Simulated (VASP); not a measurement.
# TiAl3 (Pmm2) in VASP: further runs

Aim: see how the results for TiAl3 move with the level of theory and the settings. Levels: PBEsol, LDA. Tasks: single point.

Program: VASP 6.6.1. These are calculated values, not measurements. Logs are shortened: lines on timing, memory, paths and dates and some standing lists are left out, and cuts for length are marked.

### Step 1. The cell of the first run

Symmetry: Pmm2, No. 25, orthorhombic system. Conventional cell: a = 2.877 Å, b = 4.743 Å, c = 4.965 Å, α = 90.00°, β = 90.00°, γ = 90.00°. Within 3.8 Å of Ti (site symmetry mm2) lie 10 Al at 2.86 to 2.89 Å and 2 Ti at 2.88 Å. Al (site symmetry mm2) has 10 Al at 2.85 to 2.90 Å and 2 Ti at 2.88 Å within 3.8 Å. Within 3.8 Å of Al (site symmetry mm2) lie 8 Al at 2.85 to 2.90 Å and 4 Ti at 2.89 Å. Within 3.8 Å of Al (site symmetry mm2) lie 4 Ti at 2.86 to 2.88 Å and 8 Al at 2.88 to 2.90 Å.

### Step 2. Single point, PBEsol (volume scaled by 1.04)

The input, INCAR:

```
SYSTEM = TiAl3
ALGO     = Normal         ! electronic algorithm
EDIFF    = 1E-7           ! SCF threshold, eV
ENCUT    = 520            ! plane-wave cutoff, eV
GGA      = PS             ! functional
ISIF     = 2              ! what is computed and relaxed
ISMEAR   = -1             ! smearing method
LASPH    = .TRUE.         ! aspherical terms in the spheres
LCHARG   = .FALSE.        ! write CHGCAR
LREAL    = .FALSE.        ! projectors in reciprocal space
LWAVE    = .FALSE.        ! write WAVECAR
NBANDS   = 18             ! bands
NELM     = 80             ! most SCF steps
PREC     = Accurate       ! precision mode
SIGMA    = 0.05           ! smearing width, eV
```

The input, KPOINTS:

```
k-points
0
G
  9 6 6
  0 0 0
```

The input, POSCAR:

```
TiAl3
1.0
    2.8770454564      0.0000000000      0.0000000000
    0.0000000000      4.7428666434      0.0000000000
    0.0000000000      0.0000000000      4.9652328430
Ti Al
1 3
Direct
    0.0000000000      0.5000000000      0.1659160000
    0.0000000000      0.0000000000      0.8359000000
    0.5000000000      0.0000000000      0.3309120000
    0.5000000000      0.5000000000      0.6672710000
```

Potentials or basis: VASP PAW PBE potentials, release 64 (Ti_sv, Al).

Started as:

```
$ cat potpaw_PBE.64/Ti_sv/POTCAR potpaw_PBE.64/Al/POTCAR > POTCAR
$ mpirun -np 1 vasp_std > vasp.out
```

OUTCAR:

```text
SYSTEM = TiAl3
   EDIFF = 1E-7
   ENCUT = 520
   GGA = PS
   ISIF = 2
   ISMEAR = -1
   LASPH = .TRUE.
   LREAL = .FALSE.
   NELM = 80
   PREC = Accurate

 ion  position               nearest neighbor table
   1  0.000  0.500  0.166-   4 2.86   4 2.86   4 2.88   4 2.88   2 2.88   2 2.88   3 2.89   3 2.89
                             3 2.89   3 2.89
   2  0.000  0.000  0.836-   3 2.85   3 2.85   1 2.88   1 2.88   3 2.89   3 2.89   4 2.90   4 2.90
                             4 2.90   4 2.90
   3  0.500  0.000  0.331-   2 2.85   2 2.85   2 2.89   2 2.89   1 2.89   1 2.89   1 2.89   1 2.89
                             4 2.90   4 2.90
   4  0.500  0.500  0.667-   1 2.86   1 2.86   1 2.88   1 2.88   2 2.90   2 2.90   2 2.90   2 2.90
                             3 2.90   3 2.90

  LATTYP: Found a simple orthorhombic cell.
 ALAT       =     2.8770454564
 B/A-ratio  =     1.6485198845
 C/A-ratio  =     1.7258096607

  Lattice vectors:

 A1 = (   2.8770454564,   0.0000000000,   0.0000000000)
 A2 = (   0.0000000000,   4.7428666434,   0.0000000000)
 A3 = (   0.0000000000,   0.0000000000,   4.9652328430)

Analysis of symmetry for initial positions (statically):
=====================================================================
 Subroutine PRICEL returns:
 Original cell was already a primitive cell.

 Routine SETGRP: Setting up the symmetry group for a
 simple orthorhombic supercell.

 Subroutine GETGRP returns: Found  4 space group operations
 (whereof  4 operations were pure point group operations)
 out of a pool of  8 trial point group operations.

The static configuration has the point symmetry C_2v.

Analysis of symmetry for dynamics (positions and initial velocities):
=====================================================================
 Subroutine PRICEL returns:
 Original cell was already a primitive cell.

 Routine SETGRP: Setting up the symmetry group for a
 simple orthorhombic supercell.

 Subroutine GETGRP returns: Found  4 space group operations
 (whereof  4 operations were pure point group operations)
 out of a pool of  8 trial point group operations.

The dynamic configuration has the point symmetry C_2v.

 Subroutine INISYM returns: Found  4 space group operations
 (whereof  4 operations are pure point group operations),
 and found     1 'primitive' translations

----------------------------------------------------------------------------------------

                                     Primitive cell

  volume of cell :      67.7528

  direct lattice vectors                    reciprocal lattice vectors
     2.877045456  0.000000000  0.000000000     0.347578797  0.000000000  0.000000000
     0.000000000  4.742866643  0.000000000     0.000000000  0.210842951  0.000000000
     0.000000000  0.000000000  4.965232843     0.000000000  0.000000000  0.201400424

  length of vectors
     2.877045456  4.742866643  4.965232843     0.347578797  0.210842951  0.201400424

  position of ions in fractional coordinates (direct lattice)
     0.000000000  0.500000000  0.165916000
     0.000000000  0.000000000  0.835900000
     0.500000000  0.000000000  0.330912000
     0.500000000  0.500000000  0.667271000

  ion indices of the primitive-cell ions
   primitive index   ion index
                 1           1
                 2           2
                 3           3
                 4           4

----------------------------------------------------------------------------------------

 KPOINTS: k-points

Automatic generation of k-mesh.
 Grid dimensions read from file:
 generate k-points for:    9    6    6

 Generating k-lattice:

  Cartesian coordinates                     Fractional coordinates (reciprocal lattice)
     0.038619866  0.000000000  0.000000000     0.111111111  0.000000000  0.000000000
     0.000000000  0.035140492  0.000000000     0.000000000  0.166666667  0.000000000
     0.000000000  0.000000000  0.033566737     0.000000000  0.000000000  0.166666667

  Length of vectors
     0.038619866  0.035140492  0.033566737

  Shift w.r.t. Gamma in fractional coordinates (k-lattice)
     0.000000000  0.000000000  0.000000000

 Subroutine IBZKPT returns following result:
 ===========================================

 Found     80 irreducible k-points:

 Following reciprocal coordinates:
            Coordinates               Weight
  0.000000  0.000000  0.000000      1.000000
  0.111111  0.000000  0.000000      2.000000
  0.222222  0.000000  0.000000      2.000000
  0.333333  0.000000  0.000000      2.000000
  0.444444  0.000000  0.000000      2.000000
  0.000000  0.166667  0.000000      2.000000
[... 16 lines left out ...]
  0.222222  0.000000  0.166667      4.000000
  0.333333  0.000000  0.166667      4.000000
 [... further k-points ...]
   k-points           NKPTS =     80   k-points in BZ     NKDIM =     80   number of bands    NBANDS=     18
   number of dos      NEDOS =    301   number of ions     NIONS =      4
   total plane-waves  NPLWV =  34560
   dimension x,y,z NGX =    24 NGY =   36 NGZ =   40
   dimension x,y,z NGXF=    48 NGYF=   72 NGZF=   80
   ions per type =               1   3
   NGX,Y,Z   is equivalent  to a cutoff of  13.87, 12.62, 13.39 a.u.
   NGXF,Y,Z  is equivalent  to a cutoff of  27.74, 25.24, 26.79 a.u.
 SYSTEM =  TiAl3
   PREC   = accura    normal or accurate (medium, high low for compatibility)
   ISTART =      0    job   : 0-new  1-cont  2-samecut
   ICHARG =      2    charge: 1-file 2-atom 10-const
   ISPIN  =      1    spin polarized calculation?
   LNONCOLLINEAR =      F non collinear calculations
   LSORBIT =      F    spin-orbit coupling
   LASPH  =      T    aspherical Exc in radial PAW
   ENCUT  =  520.0 eV  38.22 Ry    6.18 a.u.   5.35  8.82  9.23*2*pi/ulx,y,z
   NELM   =     80;   NELMIN=  2; NELMDL= -5     # of ELM steps
   EDIFF  = 0.1E-06   stopping-criterion for ELM
   LREAL  =      F    real-space projection
   EDIFFG = 0.1E-05   stopping-criterion for IOM
   NSW    =      0    number of steps for IOM
   IBRION =     -1    ionic relax: 0-MD 1-quasi-New 2-CG
   NFREE  =      0    steps in history (QN), initial steepest desc. (CG)
   ISIF   =      2    stress and relaxation
   ISYM   =      2    0-nonsym 1-usesym 2-fastsym
   POTIM  = 0.5000    time-step for ionic-motion
   TEBEG  =    0.0;   TEEND  =   0.0 temperature during run
   PSTRESS=    0.0 pullay stress
   NELECT =      21.0000    total number of electrons
   NUPDOWN=      -1.0000    fix difference up-down
   EMIN   =  10.00;   EMAX   =-10.00  energy-range for DOS
   EFERMI =   0.00;   METHOD = LEGACY
   ISMEAR =    -1;   SIGMA  =   0.05  broadening in eV -4-tet -1-fermi 0-gaus
   EFERMI_NEDOS =   21; number of points for ismear=-14 and -15
   IALGO  =     38    algorithm
   IMIX   =      4    mixing-type and parameters
     AMIX     =   0.40;   BMIX     =  1.00
     AMIX_MAG =   1.60;   BMIX_MAG =  1.00
  volume/ion in A,a.u.               =      16.94       114.30
  Fermi-wavevector in a.u.,A,eV,Ry     =   1.107913  2.093651 16.700748  1.227470
  Thomas-Fermi vector in A             =   2.244433
   LORBIT       =      0    0 simple, 1 ext, 2 COOP (PROOUT), +10 PAW based schemes
   GGA     = PS    functional components
   LHFCALC =     F    Hartree Fock is set to
   AEXX    =    0.0000 exact exchange contribution
   IVDW    =     0    specifies the selected vdW correction
   LEPSILON=     F    determine dielectric tensor
   LRPA    =     F    only Hartree local field effects (RPA)
 non-spin polarized calculation
  energy-cutoff  :      520.00
  volume of cell :       67.75
 maximum number of plane-waves:      1846
 NGX is ok and might be reduce to    24
   NGX = 11   NGY = 17   NGZ = 19

 number of electron      21.0000000 magnetization

 Free energy of the ion-electron system (eV)
  ---------------------------------------------------
  ext. energy  EPLUGINS =         0.00000000
  ---------------------------------------------------
  free energy    TOTEN  =       -21.51668774 eV

  energy without entropy =      -21.49399568  energy(sigma->0) =      -21.50534171

 E-fermi :   7.5916     XC(G=0): -10.5577

 val. band max:        7.5782301940   @ k =   0.0000   0.5000   0.5000
 cond. band min:       7.5920786387   @ k =   0.2222   0.5000   0.3333
 fundamental gap:      0.0138484447
 Fermi energy:         7.5916074957

 k-point     1 :       0.0000    0.0000    0.0000
  band No.  band energies     occupation
      1     -48.7796      2.00000
      2     -25.1989      2.00000
      3     -25.1940      2.00000
      4     -24.8594      2.00000
      5      -2.3045      2.00000
      6       2.6313      2.00000
[... 10 lines left out ...]
     17      13.3933      0.00000
     18      13.7347      0.00000

 k-point     2 :       0.1111    0.0000    0.0000
  band No.  band energies     occupation
      1     -48.7742      2.00000
      2     -25.1935      2.00000
      3     -25.1886      2.00000
      4     -24.9063      2.00000
      5      -2.0802      2.00000
      6       2.8344      2.00000
[... 10 lines left out ...]
     17      12.0524      0.00000
     18      13.4005      0.00000

 k-point     3 :       0.2222    0.0000    0.0000
  band No.  band energies     occupation
      1     -48.7605      2.00000
      2     -25.1799      2.00000
      3     -25.1747      2.00000
      4     -25.0236      2.00000
      5      -1.4129      2.00000
      6       3.4333      2.00000
[... 10 lines left out ...]
     17      11.9159      0.00000
     18      13.3953      0.00000

 k-point     4 :       0.3333    0.0000    0.0000
  band No.  band energies     occupation
      1     -48.7448      2.00000
      2     -25.1644      2.00000
      3     -25.1590      2.00000
      4     -25.1550      2.00000
      5      -0.3183      2.00000
      6       4.3812      2.00000
[... 375 lines left out ...]
      4     -24.9063      2.00000
      5      -1.9186      2.00000
      6       1.9542      2.00000
[... 10 lines left out ...]
     17      12.1941      0.00000
     18      14.0718      0.00000

 k-point    23 :       0.2222    0.0000    0.1667
  band No.  band energies     occupation
      1     -48.7604      2.00000
      2     -25.1799      2.00000
      3     -25.1751      2.00000
      4     -25.0236      2.00000
      5      -1.2560      2.00000
      6       2.5476      2.00000
[... 10 lines left out ...]
     17      11.4457      0.00000
     18      13.1500      0.00000

 k-point    24 :       0.3333    0.0000    0.1667
  band No.  band energies     occupation
      1     -48.7448      2.00000
      2     -25.1644      2.00000
      3     -25.1593      2.00000
      4     -25.1549      2.00000
      5      -0.1692      2.00000
      6       3.4858      2.00000
[... 10 lines left out ...]
     17      11.4027      0.00000
     18      12.3165      0.00000

 [... further k-points ...]
[... 5 lines left out ...]
  --------------------------------------------------------------------------------------
  -------------------------------------------------------------------------------------
  Total       -3.2449601     -1.9245299     -2.1302939      0.0000000      0.0000000      0.0000000
  in kB      -76.7348561    -45.5101198    -50.3759038      0.0000000      0.0000000      0.0000000
  external PRESSURE =     -57.5402932 kB  Pullay stress =       0.0000000 kB

 VOLUME and BASIS-vectors are now :
 -----------------------------------------------------------------------------
  energy-cutoff  :      520.00
  volume of cell :       67.75
      direct lattice vectors                 reciprocal lattice vectors
     2.877045456  0.000000000  0.000000000     0.347578797  0.000000000  0.000000000
     0.000000000  4.742866643  0.000000000     0.000000000  0.210842951  0.000000000
     0.000000000  0.000000000  4.965232843     0.000000000  0.000000000  0.201400424

 POSITION                                       TOTAL-FORCE (eV/Angst)
 -----------------------------------------------------------------------------------
      0.00000      2.37143      0.82381         0.000000      0.000000     -0.055630
      0.00000      0.00000      4.15044         0.000000      0.000000      0.061589
      1.43852      0.00000      1.64306         0.000000      0.000000     -0.010568
      1.43852      2.37143      3.31316         0.000000      0.000000      0.004609
 -----------------------------------------------------------------------------------
    total drift:                                0.000000      0.000000      0.000291

  FREE ENERGIE OF THE ION-ELECTRON SYSTEM (eV)
  ---------------------------------------------------
  free  energy   TOTEN  =       -21.5166877437 eV

  energy  without entropy=      -21.4939956820  energy(sigma->0) =      -21.50534171
```

Run time: 44 s. Hardware: 1 thread of Intel Xeon Platinum 8488C (Sapphire Rapids), shared host; peak memory 0.23 GiB.

What came out:

```
Free energy   : -21.5167 eV
Pressure      : -5.8 GPa
Largest force : 0.062 eV/Å
```

Forces in eV/Å, atoms in the order of the input:
```
Ti   0.000  0.000 -0.056
Al   0.000  0.000  0.062
Al   0.000  0.000 -0.011
Al   0.000  0.000  0.005
```

Stress tensor (GPa, compression positive):
```
-7.67  0.00  0.00
 0.00 -4.55  0.00
 0.00  0.00 -5.04
```

Caveat: the PAW data sets were made with another functional, which shifts forces and pressure a little.

(Continued in part 2 of 2.)
